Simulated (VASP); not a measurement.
Set up this calculation in VASP 6.6.1, as the native input.

```yaml
Task: relaxation of cell and atoms
Functional: PBE
Potentials_or_basis: VASP PAW PBE potentials, release 64 (Cd, Sn_d, O)
Cutoff: 600 eV
k_mesh: 4 × 4 × 6
Occupations: gaussian, width 0.1 eV
Spin: no spin polarisation
Dipole_correction: no
Further_INCAR_settings: ALGO = Fast; EDIFF = 1e-06; IBRION = 2; EDIFFG = -0.04; NSW = 90; ISIF = 3
```

The structure of Cd2SnO3 lies in POSCAR:

```
Cd2SnO3
1.0
    2.4545468769     -5.3573615941      0.0000000000
    2.4545468769      5.3573615941      0.0000000000
    0.0000000000      0.0000000000      3.6626051854
Cd Sn O
2 1 3
Direct
    0.6487232944      0.3512767056      0.5000000000
    0.3512767056      0.6487232944      0.5000000000
    0.0000000000      0.0000000000      0.0000000000
    0.1460030797      0.8539969203      0.5000000000
    0.8539969203      0.1460030797      0.5000000000
    0.5000000000      0.5000000000      0.0000000000
```

The cell was generated, and may not be a known phase.

The input as run:

INCAR

```
PREC = Accurate
ENCUT = 600
EDIFF = 1E-6
ISMEAR = 0
SIGMA = 0.1
LREAL = F
LASPH = T
NELM = 60
ALGO = Fast
ISIF = 3
LWAVE = F
LCHARG = F
GGA = PE
IBRION = 2
NSW = 90
EDIFFG = -0.04
```

KPOINTS

```
Automatic mesh
0
Gamma
  4 4 6
```

Potentials or basis: VASP PAW PBE potentials, release 64 (Cd, Sn_d, O).

The run is started by

```console
$ cat potpaw_PBE.64/Cd/POTCAR potpaw_PBE.64/Sn_d/POTCAR potpaw_PBE.64/O/POTCAR > POTCAR
$ mpirun -np 1 vasp_std > vasp.out
```

Results of the run:

```json
{
 "Relaxed volume": "16.07 Å³/atom",
 "Relaxed cell": "a = 5.932 Å, b = 5.932 Å, c = 3.660 Å, α = 90.00°, β = 90.00°, γ = 131.50°",
 "Space group after relaxing (to 0.1 Å)": "Cmmm (No. 65)",
 "Energy gained by relaxing": "0.9 meV/atom",
 "Ionic steps": "7",
 "Pressure after relaxing": "0.0 GPa",
 "Largest force after relaxing": "0.021 eV/Å",
 "Band gap on the k mesh": "zero (bands 28 and 29 overlap by 0.93 eV)"
}
```

Caveat: spin-orbit coupling is left out, which moves the levels of the heavy elements.

Run time: 12 min on 1 thread of Oxide Virtual Turin-like Processor, with other jobs on the host, peak memory 0.3 GiB.
